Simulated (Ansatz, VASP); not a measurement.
**Sn in VASP and in Ansatz**

The input INCAR:

```
SYSTEM = Sn
  PREC = Accurate
  ENCUT = 520
  EDIFF = 1E-7
  ISMEAR = -1
  SIGMA = 0.05
  LREAL = .FALSE.
  LASPH = .TRUE.
  NELM = 80
  ALGO = Normal
  ISIF = 2
  LWAVE = .FALSE.
  LCHARG = .TRUE.
  GGA = PS
  LELF = .TRUE.
  LVHAR = .TRUE.
  NBANDS = 21
```

The input KPOINTS:

```
Automatic mesh
0
G
  8 8 8
  0 0 0
```

File POSCAR:

```
Sn
1.0
    0.0000000000      3.2333428000      3.2333428000
    3.2333428000      0.0000000000      3.2333428000
    3.2333428000      3.2333428000      0.0000000000
Sn
2
Direct
   -0.0675000000      0.0225000000      0.0225000000
    0.3175000000      0.2275000000      0.2275000000
```

Input for Ansatz:

```yaml
crystal:
  lattice:
    - [0.0, 3.2333428, 3.2333428]
    - [3.2333428, 0.0, 3.2333428]
    - [3.2333428, 3.2333428, 0.0]
  atoms:
    - { symbol: Sn, position: [-0.0675, 0.0225, 0.0225] }
    - { symbol: Sn, position: [0.3175, 0.2275, 0.2275] }
kpoints:
  mp_grid: { grid: [8, 8, 8] }
scf:
  occupations: { method: fermi_dirac, width: 0.05 }
hamiltonian:
  xc: pbesol
  pseudopotentials: { kind: paw }
output:
  forces: true
  stress: true
  eigenvalues: true
  populations: true
  write_density: true
  write_potential: true
  elf: true
  volumetric_format: npy
```

Change from the starting cell: shortest bond scaled by 0.82, PAW files.

Alike in both runs: task single point; functional PBEsol; k mesh 8 × 8 × 8; occupations fermi-dirac, width 0.05 eV; no spin polarisation.

```csv
,VASP,Ansatz
version,VASP 6.6.1,Ansatz 0.2.0
potentials or method,"VASP PAW PBE potentials, release 64 (Sn_d)","PAW with Ansatz's default frozen-core files, scalar-relativistic"
plane-wave cutoff (eV),520,420
valence electrons in the cell,28,28
```

Ansatz gave:

* pressure (GPa): 9.3
* traceless stress, the component that is largest in VASP (GPa): -12.79
* rms of the force components (eV/Å): 4.688

Estimate VASP's values.

pressure (GPa): 9.3; traceless stress, the component that is largest in VASP (GPa): -12.86; rms of the force components (eV/Å): 4.708.

VASP's potentials were made for PBE, not for PBEsol. Atom by atom the forces differ by 0.020 eV/Å (rms over components).
